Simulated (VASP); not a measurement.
Wanted: the native input for a VASP 6.6.1 run.

- Task: single point
- Functional: PBEsol
- Potentials or basis: VASP PAW PBE potentials, release 64 (Cl)
- Cutoff: 520 eV
- k mesh: 8 × 8 × 4
- Occupations: gaussian, width 0.02 eV
- Spin: no spin polarisation
- Dipole correction: no
- Further INCAR settings: ALGO = Normal; EDIFF = 1e-06; NBANDS = 22

The structure of Cl lies in POSCAR:

```
Cl
1.0
    3.3014734685     -1.9149868459      0.0000000000
    3.3014734685      1.9149868459      0.0000000000
    0.0000000000      0.0000000000      7.9593847147
Cl
4
Direct
    0.8708634424      0.1291365576      0.1117587388
    0.6291365576      0.3708634424      0.6117587388
    0.1291365576      0.8708634424      0.8882412612
    0.3708634424      0.6291365576      0.3882412612
```

One way to write it, as run:

INCAR

```
SYSTEM = Cl
  PREC = Accurate
  ENCUT = 520
  EDIFF = 1E-6
  ISMEAR = 0
  SIGMA = 0.02
  LREAL = .False.
  LASPH = .True.
  NELM = 60
  ALGO = Normal
  ISIF = 2
  LWAVE = .False.
  LCHARG = .False.
  GGA = PS
  NBANDS = 22
```

KPOINTS

```
regular mesh
0
Gamma
  8 8 4
  0 0 0
```

Potentials or basis: VASP PAW PBE potentials, release 64 (Cl).

Command:

```sh
$ cat potpaw_PBE.64/Cl/POTCAR > POTCAR
$ mpirun -np 1 vasp_std > vasp.out
```

Results of the run:

```json
{
  "Pressure": "0.1 GPa",
  "Largest force": "0.147 eV/Å",
  "Band gap on the k mesh": "2.02 eV"
}
```

Caveat: this functional lacks dispersion, which holds the molecules together, so the pressure and a relaxed volume are unreliable; the PAW data sets were made with another functional, which shifts forces and pressure a little.

Wall time 46 s on 1 thread of Intel(R) Xeon(R) 6975P-C (Granite Rapids), with other jobs on the host, peak memory 0.24 GiB.
